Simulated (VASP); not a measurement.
Here is a VASP 6.6.1 calculation.

File INCAR:

```
SYSTEM = Zr
PREC = Accurate ; ENCUT = 520
EDIFF = 1E-6 ; ISMEAR = -1
SIGMA = 0.1 ; LREAL = .FALSE.
LASPH = .TRUE. ; NELM = 100
ALGO = Normal ; ISIF = 2
LWAVE = .FALSE. ; LCHARG = .FALSE.
NBANDS = 32
```

The input KPOINTS:

```
regular mesh
0
G
  13 13 4
  0 0 0
```

POSCAR

```
Zr
1.0
    3.0408221988      0.0000000000      0.0000000000
   -1.5204110994      2.6334292725      0.0000000000
    0.0000000000      0.0000000000      9.9952575553
Zr
4
Direct
    0.0000000000      1.0000000000      0.0000000000
    0.0000000000      1.0000000000      0.5000000000
    0.3333333333      0.6666666667      0.2500000000
    0.6666666667      0.3333333333      0.7500000000
```

Potentials or basis: VASP PAW LDA potentials, release 64 (Zr_sv).

Launch:

```sh
$ cat potpaw_LDA.64/Zr_sv/POTCAR > POTCAR
$ mpirun -np 1 vasp_std > vasp.out
```

(1) Estimate the pressure.

(2) What does it give for the band gap on the k mesh?

Answers

(1) 9.8 GPa.

(2) zero (bands 24 and 25 overlap by 1.43 eV).

Caveat: the cell stands under pressure.
